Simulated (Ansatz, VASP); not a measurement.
**Fe: VASP and Ansatz over several settings**

```
Fe
1.0
     0.00000    1.92871    1.95192
     1.48838    0.00000    1.95192
     1.48838    1.92871    0.00000
Fe
1
Direct
  0.00000 0.00000 0.00000
```

Single points on this cell with VASP 6.6.1 and Ansatz 0.2.0. Each row is one pair of runs. Alike in all rows: spin: collinear, typed start; k mesh: 13 × 13 × 13; smearing: fermi-dirac, width 0.05 eV; Ansatz's potentials, cutoff: Ansatz PAW, 420 eV.

| level | VASP's potentials, cutoff | gap on the k mesh at the Fermi level (eV), VASP | gap on the k mesh at the Fermi level (eV), Ansatz | pressure (GPa), VASP | pressure (GPa), Ansatz | net moment per atom (μB), VASP | net moment per atom (μB), Ansatz |
| --- | --- | --- | --- | --- | --- | --- | --- |
| LDA | VASP PAW LDA potentials, release 64 (Fe), 520 eV | none | none | -16.4 | -15.5 | 2.07 | 2.10 |
| PBEsol | VASP PAW PBE potentials, release 64 (Fe), 520 eV | none | none | -7.3 | -7.0 | 2.15 | 2.13 |
| LDA | VASP PAW LDA potentials, release 64 (Fe_sv), 600 eV | none | none | -19.7 | -15.5 | 2.06 | 2.10 |

Pressure (GPa): the two programs differ by at most 4.17; net moment per atom (μB): the two programs differ by at most 0.044.

VASP's potentials hold 8 valence electrons a cell and Ansatz's 16 in some rows, so a difference there can come from the potentials and not from the codes.

A gap of «none» marks a metal or a gap that the smearing closes.
